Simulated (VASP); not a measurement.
# TiB (F-43m) in VASP: a series of runs

TiB is run at these levels: LDA; tasks: single point.

All numbers are computed with VASP 6.6.1; they aren't measurements. Logs are shortened: lines on timing, memory, paths and dates and some standing lists are left out, and cuts for length are marked.

## 1. The cell of the first run

It takes space group F-43m (No. 216, cubic). Conventional cell: a = 4.116 Å, b = 4.116 Å, c = 4.116 Å, α = 90.00°, β = 90.00°, γ = 90.00°. Ti (site symmetry -43m) has 4 B at 1.78 Å within 2.4 Å. Within 2.4 Å of B (site symmetry -43m) lie 4 Ti at 1.78 Å.

## 2. Single point, LDA

Contents of INCAR:

```
SYSTEM = TiB
  PREC = Accurate
  ENCUT = 500
  EDIFF = 1E-6
  ISMEAR = 1
  SIGMA = 0.1
  LREAL = .FALSE.
  LASPH = .TRUE.
  NELM = 120
  ALGO = Normal
  ISIF = 2
  LWAVE = .FALSE.
  LCHARG = .FALSE.
  NBANDS = 14
  GGA_COMPAT = .FALSE.
```

Contents of KPOINTS:

```
regular mesh
0
G
  9 9 9
  0 0 0
```

Contents of POSCAR:

```
TiB
1.0
    0.0000000000      2.0581104144      2.0581104144
    2.0581104144      0.0000000000      2.0581104144
    2.0581104144      2.0581104144      0.0000000000
Ti B
1 1
Direct
    0.2500000000      0.2500000000      0.2500000000
    0.0000000000      0.0000000000      0.0000000000
```

Potentials or basis: VASP PAW LDA potentials, release 64 (Ti_sv, B).

The run is started by

```console
> cat potpaw_LDA.64/Ti_sv/POTCAR potpaw_LDA.64/B/POTCAR > POTCAR
> mpirun -np 1 vasp_std > vasp.out
```

OUTCAR:

```text
SYSTEM = TiB
   PREC = Accurate
   ENCUT = 500
   EDIFF = 1E-6
   ISMEAR = 1
   LREAL = .FALSE.
   LASPH = .TRUE.
   NELM = 120
   ISIF = 2

 ion  position               nearest neighbor table
   1  0.250  0.250  0.250-   2 1.78   2 1.78   2 1.78   2 1.78
   2  0.000  0.000  0.000-   1 1.78   1 1.78   1 1.78   1 1.78

  LATTYP: Found a face centered cubic cell.
 ALAT       =     4.1162208288

  Lattice vectors:

 A1 = (   0.0000000000,   2.0581104144,   2.0581104144)
 A2 = (   2.0581104144,   0.0000000000,   2.0581104144)
 A3 = (   2.0581104144,   2.0581104144,   0.0000000000)

Analysis of symmetry for initial positions (statically):
=====================================================================
 Subroutine PRICEL returns:
 Original cell was already a primitive cell.

 Routine SETGRP: Setting up the symmetry group for a
 face centered cubic supercell.

 Subroutine GETGRP returns: Found 24 space group operations
 (whereof 24 operations were pure point group operations)
 out of a pool of 48 trial point group operations.

The static configuration has the point symmetry T_d .

Analysis of symmetry for dynamics (positions and initial velocities):
=====================================================================
 Subroutine PRICEL returns:
 Original cell was already a primitive cell.

 Routine SETGRP: Setting up the symmetry group for a
 face centered cubic supercell.

 Subroutine GETGRP returns: Found 24 space group operations
 (whereof 24 operations were pure point group operations)
 out of a pool of 48 trial point group operations.

The dynamic configuration has the point symmetry T_d .

 Subroutine INISYM returns: Found 24 space group operations
 (whereof 24 operations are pure point group operations),
 and found     1 'primitive' translations

----------------------------------------------------------------------------------------

                                     Primitive cell

  volume of cell :      17.4356

  direct lattice vectors                    reciprocal lattice vectors
     0.000000000  2.058110414  2.058110414    -0.242941290  0.242941290  0.242941290
     2.058110414  0.000000000  2.058110414     0.242941290 -0.242941290  0.242941290
     2.058110414  2.058110414  0.000000000     0.242941290  0.242941290 -0.242941290

  length of vectors
     2.910607661  2.910607661  2.910607661     0.420786658  0.420786658  0.420786658

  position of ions in fractional coordinates (direct lattice)
     0.250000000  0.250000000  0.250000000
     0.000000000  0.000000000  0.000000000

  ion indices of the primitive-cell ions
   primitive index   ion index
                 1           1
[... 87 lines left out ...]
   EFERMI =   0.00;   METHOD = LEGACY
   ISMEAR =     1;   SIGMA  =   0.10  broadening in eV -4-tet -1-fermi 0-gaus
   EFERMI_NEDOS =   21; number of points for ismear=-14 and -15
   IALGO  =     38    algorithm
   IMIX   =      4    mixing-type and parameters
     AMIX     =   0.40;   BMIX     =  1.00
     AMIX_MAG =   1.60;   BMIX_MAG =  1.00
  volume/ion in A,a.u.               =       8.72        58.83
  Fermi-wavevector in a.u.,A,eV,Ry     =   1.557017  2.942335 32.984614  2.424301
  Thomas-Fermi vector in A             =   2.660728
   LORBIT       =      0    0 simple, 1 ext, 2 COOP (PROOUT), +10 PAW based schemes
   GGA     = CA    functional components
   LHFCALC =     F    Hartree Fock is set to
   AEXX    =    0.0000 exact exchange contribution
   IVDW    =     0    specifies the selected vdW correction
   LEPSILON=     F    determine dielectric tensor
   LRPA    =     F    only Hartree local field effects (RPA)
 non-spin polarized calculation
 Methfessel and Paxton  Order N= 1 SIGMA  =   0.10
  energy-cutoff  :      500.00
  volume of cell :       17.44
 maximum number of plane-waves:       459
 NGX is ok and might be reduce to    24
   NGX = 11   NGY = 11   NGZ = 11

 number of electron      15.0000002 magnetization

 Free energy of the ion-electron system (eV)
  ---------------------------------------------------
  ext. energy  EPLUGINS =         0.00000000
  ---------------------------------------------------
  free energy    TOTEN  =       -11.18287411 eV

  energy without entropy =      -11.18289635  energy(sigma->0) =      -11.18288152

 E-fermi :   9.9855     XC(G=0): -13.3192

 val. band max:        9.9315702877   @ k =  -0.3333   0.4444   0.1111
 cond. band min:       9.9895414247   @ k =   0.4444   0.3333   0.0000
 fundamental gap:      0.0579711370
 Fermi energy:         9.9854707387

 k-point     1 :       0.0000    0.0000    0.0000
  band No.  band energies     occupation
      1     -44.1899      2.00000
      2     -20.5971      2.00000
      3     -20.5971      2.00000
      4     -20.5971      2.00000
      5       0.9517      2.00000
      6       7.7937      2.00000
      7       7.7937      2.00000
      8       7.7937      2.00000
      9      13.2648      0.00000
     10      13.2648      0.00000
     11      22.9012      0.00000
     12      23.2135      0.00000
     13      23.2135      0.00000
     14      23.2135      0.00000
[... 377 lines left out ...]
      1     -43.9892      2.00000
      2     -21.4529      2.00000
      3     -20.9695      2.00000
      4     -20.9695      2.00000
      5       4.8203      2.00000
      6       5.8580      2.00000
      7      11.0826     -0.00000
      8      11.7154     -0.00000
      9      11.7154     -0.00000
     10      14.7998      0.00000
     11      16.7974      0.00000
     12      16.7974      0.00000
     13      18.3593      0.00000
     14      26.6245      0.00000

 [... further k-points ...]

------------------------ aborting loop because EDIFF is reached ----------------------------------------

  FORCE on cell =-STRESS in cart. coord.  units (eV):
  Direction    XX          YY          ZZ          XY          YZ          ZX
  --------------------------------------------------------------------------------------
  -------------------------------------------------------------------------------------
  Total       14.5066533     14.5066533     14.5066533      0.0000000      0.0000000      0.0000000
  in kB     1333.0357860   1333.0357860   1333.0357860      0.0000000      0.0000000      0.0000000
  external PRESSURE =    1333.0357860 kB  Pullay stress =       0.0000000 kB

 VOLUME and BASIS-vectors are now :
 -----------------------------------------------------------------------------
  energy-cutoff  :      500.00
  volume of cell :       17.44
      direct lattice vectors                 reciprocal lattice vectors
     0.000000000  2.058110414  2.058110414    -0.242941290  0.242941290  0.242941290
     2.058110414  0.000000000  2.058110414     0.242941290 -0.242941290  0.242941290
     2.058110414  2.058110414  0.000000000     0.242941290  0.242941290 -0.242941290

 POSITION                                       TOTAL-FORCE (eV/Angst)
 -----------------------------------------------------------------------------------
      1.02906      1.02906      1.02906         0.000000     -0.000000      0.000000
      0.00000      0.00000      0.00000        -0.000000      0.000000     -0.000000
 -----------------------------------------------------------------------------------
    total drift:                               -0.000001     -0.000001     -0.000001

  FREE ENERGIE OF THE ION-ELECTRON SYSTEM (eV)
  ---------------------------------------------------
  free  energy   TOTEN  =       -11.1828741082 eV

  energy  without entropy=      -11.1828963459  energy(sigma->0) =      -11.18288152
```

OSZICAR:

```text
N       E                     dE             d eps       ncg     rms          rms(c)
DAV:   1     0.123422756672E+03    0.12342E+03   -0.77374E+03   980   0.129E+03
DAV:   2    -0.456610910181E+01   -0.12799E+03   -0.12149E+03   992   0.340E+02
DAV:   3    -0.132341884086E+02   -0.86681E+01   -0.83827E+01  1374   0.839E+01
DAV:   4    -0.138483027409E+02   -0.61411E+00   -0.61363E+00  1174   0.160E+01
DAV:   5    -0.138541670685E+02   -0.58643E-02   -0.58642E-02  1270   0.167E+00    0.264E+01
DAV:   6    -0.110531866789E+02    0.28010E+01   -0.58205E+00  1372   0.386E+01    0.666E+00
DAV:   7    -0.111127909272E+02   -0.59604E-01   -0.75777E-01  1034   0.930E+00    0.548E+00
DAV:   8    -0.111768021305E+02   -0.64011E-01   -0.16276E-01  1450   0.331E+00    0.104E+00
DAV:   9    -0.111832793631E+02   -0.64772E-02   -0.12760E-02   992   0.977E-01    0.311E-01
DAV:  10    -0.111829100058E+02    0.36936E-03   -0.21831E-03  1214   0.488E-01    0.183E-01
DAV:  11    -0.111828430185E+02    0.66987E-04   -0.80146E-04   992   0.296E-01    0.887E-02
DAV:  12    -0.111828733172E+02   -0.30299E-04   -0.15613E-04  1076   0.124E-01    0.320E-03
DAV:  13    -0.111828741082E+02   -0.79098E-06   -0.85148E-06  1112   0.234E-02
   1 F= -.11182874E+02 E0= -.11182882E+02  d E =0.222377E-04
```

Wall time 11 s (1 thread of Intel Xeon 8259CL, shared host); peak memory 0.13 GiB.

Results:

```yaml
Free_energy: -11.1829 eV
Pressure: 133.3 GPa
```

## 3. Single point, LDA

This run uses another cell than the first one, of 8.90 Å³/atom, 1.021 times its volume.

Contents of INCAR:

```
SYSTEM = TiB
PREC = Accurate
ENCUT = 500
EDIFF = 1E-6
ISMEAR = 1
SIGMA = 0.1
LREAL = .False.
LASPH = .True.
NELM = 120
ALGO = Normal
ISIF = 2
LWAVE = .False.
LCHARG = .False.
GGA = CA
NBANDS = 14
GGA_COMPAT = .False.
```

Contents of KPOINTS:

```
Automatic mesh
0
Gamma
  9 9 9
  0 0 0
```

Contents of POSCAR:

```
TiB
1.0
    0.0000000000      2.0726046273      2.0726046273
    2.0726046273      0.0000000000      2.0726046273
    2.0726046273      2.0726046273      0.0000000000
Ti B
1 1
Direct
    0.2500000000      0.2500000000      0.2500000000
    0.0000000000      0.0000000000      0.0000000000
```

Potentials or basis: VASP PAW LDA potentials, release 64 (Ti_sv, B).

The run is started by

```console
> cat potpaw_LDA.64/Ti_sv/POTCAR potpaw_LDA.64/B/POTCAR > POTCAR
> mpirun -np 1 vasp_std > vasp.out
```

Wall time 9.9 s (1 thread of Intel Xeon 8259CL, shared host); peak memory 0.13 GiB.

It converged, with:

| Quantity | Value |
| --- | --- |
| Free energy | -11.4801 eV |
| Pressure | 123.4 GPa |

Levels at points of the mesh, in eV from the Fermi level:
| k point | band 6 | band 7 | band 8 | band 9 | band 10 | band 11 |
| --- | --- | --- | --- | --- | --- | --- |
| (0.00, 0.00, 0.00) | -2.12 | -2.12 | -2.12 | 3.24 | 3.24 | 12.71 |

## 4. Single point, LDA

This run uses another cell than the first one, of 9.09 Å³/atom, 1.043 times its volume.

INCAR is that of step 3.

KPOINTS is that of step 3.

Contents of POSCAR:

```
TiB
1.0
    0.0000000000      2.0868989040      2.0868989040
    2.0868989040      0.0000000000      2.0868989040
    2.0868989040      2.0868989040      0.0000000000
Ti B
1 1
Direct
    0.2500000000      0.2500000000      0.2500000000
    0.0000000000      0.0000000000      0.0000000000
```

The run is started by

```console
> cat potpaw_LDA.64/Ti_sv/POTCAR potpaw_LDA.64/B/POTCAR > POTCAR
> mpirun -np 1 vasp_std > vasp.out
```

Wall time 11 s (1 thread of Intel Xeon 8259CL, shared host); peak memory 0.13 GiB.

It converged, with:

```
Free energy : -11.7551 eV
Pressure    : 114.1 GPa
```

Levels at points of the mesh, in eV from the Fermi level:
| k point | band 5 | band 6 | band 7 | band 8 | band 9 | band 10 | band 11 | band 12 |
| --- | --- | --- | --- | --- | --- | --- | --- | --- |
| (0.00, 0.00, 0.00) | -8.95 | -2.06 | -2.06 | -2.06 | 3.20 | 3.20 | 12.52 | 12.85 |

## 5. Single point, LDA

This run uses another cell than the first one, of 9.27 Å³/atom, 1.064 times its volume.

Contents of INCAR:

```
PREC = Accurate ; ENCUT = 500
EDIFF = 1E-6 ; ISMEAR = 1
SIGMA = 0.1 ; LREAL = False
LASPH = True ; NELM = 120
ALGO = Normal ; ISIF = 2
LWAVE = False ; LCHARG = True
LELF = True ; LVHAR = True
NBANDS = 14 ; GGA_COMPAT = False
```

Contents of KPOINTS:

```
regular mesh
0
Gamma
  9 9 9
```

Contents of POSCAR:

```
TiB
1.0
    0.0000000000      2.1010000000      2.1010000000
    2.1010000000      0.0000000000      2.1010000000
    2.1010000000      2.1010000000      0.0000000000
Ti B
1 1
Direct
    0.2500000000      0.2500000000      0.2500000000
    0.0000000000      0.0000000000      0.0000000000
```

The run is started by

```console
> cat potpaw_LDA.64/Ti_sv/POTCAR potpaw_LDA.64/B/POTCAR > POTCAR
> mpirun -np 1 vasp_std > vasp.out
```

Run time: 12 s. Hardware: 1 thread of Intel Xeon 8259CL, shared host; peak memory 0.13 GiB.

It converged, with:

```yaml
Free_energy: -12.0094 eV
Pressure: 105.5 GPa
```

Levels at points of the mesh, in eV from the Fermi level:
```csv
k point,band 4,band 5,band 6,band 7,band 8,band 9,band 10,band 11,band 12,band 13
"(0.00, 0.00, 0.00)",-30.73,-8.91,-2.00,-2.00,-2.00,3.16,3.16,12.33,12.67,12.67
```

## 6. The runs side by side

| cell | gap on the mesh (eV) | pressure (GPa) |
| --- | --- | --- |
| a = 2.911 Å, angles 60.0°, 2 atoms | none | 133.3 |
| a = 2.931 Å, angles 60.0°, 2 atoms | none | 123.4 |
| a = 2.951 Å, angles 60.0°, 2 atoms | none | 114.1 |
| a = 2.971 Å, angles 60.0°, 2 atoms | none | 105.5 |

Alike in all rows: task single point; level LDA; potentials or basis VASP PAW LDA potentials, release 64 (Ti_sv, B); no spin polarisation; k mesh 9 × 9 × 9; cutoff (eV) 500; smearing methfessel-paxton 0.1 eV.

Total energies depend on the potentials used, so only differences within one code and one set of settings carry meaning.
